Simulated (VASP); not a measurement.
TiN:

```xyz
2
Lattice="0.0000 2.1019 2.1019 2.1019 0.0000 2.1019 2.1019 2.1019 0.0000" Properties=species:S:1:pos:R:3 pbc="T T T"
Ti    0.0000    0.0000    0.0000
N     2.1019    2.1019    2.1019
```

Base run:

* Program: VASP 6.6.1
* Functional: PBEsol
* Potentials or basis: VASP PAW PBE potentials, release 64 (Ti_sv, N)
* Cutoff: 520 eV
* k mesh: 20 × 20 × 20
* Occupations: gaussian, width 0.15 eV
* Spin: collinear spin
* Starting moments: [0.875, 0.0] μB
* Fixed moment: 0.875 μB

Its results: pressure 7.0 GPa; site moments Ti +0.66; N +0.05 μB.

The run is repeated on the same cell with these changes: fixed moment from 0.875 μB to 1 μB; moments at the start from [0.88, 0.0] to [1.0, 0.0]. What comes out?

Pressure 9.2 GPa; site moments Ti +0.74; N +0.06 μB.

Caveats: the cell stands under pressure; the PAW data sets were made with another functional, which shifts forces and pressure a little; the total moment is fixed, so each spin has its own Fermi level.
